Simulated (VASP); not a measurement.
**HC6: single point with LDA**

HC6, a wire with vacuum:

```xyz
14
Lattice="4.8889 0.0000 0.0000 -1.2222 8.7843 0.0000 0.0000 0.0000 22.7473" Properties=species:S:1:pos:R:3 pbc="T T T"
C     0.0000    0.6802    4.0000
C     2.4445    0.6802    4.0000
C     1.2222    0.8503    4.6849
C     3.6667    0.8503    4.6849
C     1.2222    1.1904    6.0546
C     3.6667    1.1904    6.0546
C     0.0000    1.3569    6.7217
C     2.4445    1.3569    6.7217
C     0.0000    1.7154    8.1516
C     2.4445    1.7154    8.1516
C     1.2222    1.8661    8.7473
C     3.6667    1.8661    8.7473
H     0.0517    1.3440   10.1573
H    -0.0517    2.0869   10.1573
```

- Program: VASP 6.6.1
- Task: single point
- Functional: LDA
- Potentials or basis: VASP PAW LDA potentials, release 64 (C, H)
- Cutoff: 520 eV
- k mesh: 6 × 3 × 1
- Occupations: gaussian, width 0.1 eV
- Spin: no spin polarisation

The largest force is 3.137 eV/Å. The band gap on the k mesh is 0.04 eV.

Forces in eV/Å, atoms in the order of the input:
```
C   -0.002  0.361  1.722
C    0.003  0.495  1.618
C    0.052 -0.794 -3.030
C   -0.053 -0.799 -3.033
C    0.126  0.247  1.082
C   -0.125  0.258  1.090
C    0.003  0.586  0.761
C   -0.003  0.174  0.353
C   -0.008 -0.076 -1.723
C    0.017 -0.192 -0.586
C   -0.450 -0.484  0.561
C    0.466 -0.308  0.599
H    0.599 -1.614  0.320
H   -0.627  2.145  0.265
```

Levels at points of the mesh, in eV from the valence-band top:
```csv
k point,band 23,band 24,band 25,band 26,band 27,band 28
"(0.00, 0.00, 0.00)",-1.44,-0.20,-0.09,0.04,0.83,1.12
"(0.50, 0.00, 0.00)",-1.85,-0.99,0.00,0.04,0.78,2.79
```

Run time: 19 min on 1 thread of Oxide Virtual Turin-like Processor, with other jobs on the host, peak memory 0.75 GiB.
